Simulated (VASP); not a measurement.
A run of VASP 6.6.1:

INCAR

```
SYSTEM = ScGa3Te
  PREC = Accurate
  ENCUT = 520
  EDIFF = 1E-6
  ISMEAR = 0
  SIGMA = 0.1
  LREAL = .False.
  LASPH = .True.
  NELM = 80
  ALGO = Fast
  ISIF = 2
  LWAVE = .False.
  LCHARG = .False.
  GGA = PE
  NBANDS = 36
```

File KPOINTS:

```
Automatic mesh
0
Gamma
  6 6 4
  0 0 0
```

Contents of POSCAR:

```
ScGa3Te
1.0
    5.6362990571      0.0000000000      0.0000000000
   -2.8181495285      4.8811781667      0.0000000000
    0.0000000000      0.0000000000      5.4983142535
Sc Ga Te
1 3 1
Direct
    0.0000000000      0.0000000000      0.5000000000
    0.5000000000      0.0000000000      0.5000000000
    0.0000000000      0.5000000000      0.5000000000
    0.5000000000      0.5000000000      0.5000000000
    0.0000000000      0.0000000000      0.0000000000
```

Potentials or basis: VASP PAW PBE potentials, release 64 (Sc_sv, Ga_d, Te).

Launch:

```console
$ cat potpaw_PBE.64/Sc_sv/POTCAR potpaw_PBE.64/Ga_d/POTCAR potpaw_PBE.64/Te/POTCAR > POTCAR
$ mpirun -np 1 vasp_std > vasp.out
```

Hardware: 1 thread of Intel(R) Xeon(R) Platinum 8488C (Sapphire Rapids), with other jobs on the host.

Problem. Estimate the wall time of this run.

Solution. Run time: 2.2 min on 1 thread of Intel(R) Xeon(R) Platinum 8488C (Sapphire Rapids) (shared host), peak memory 0.32 GiB. Counts: scf iterations 16, k points 21.
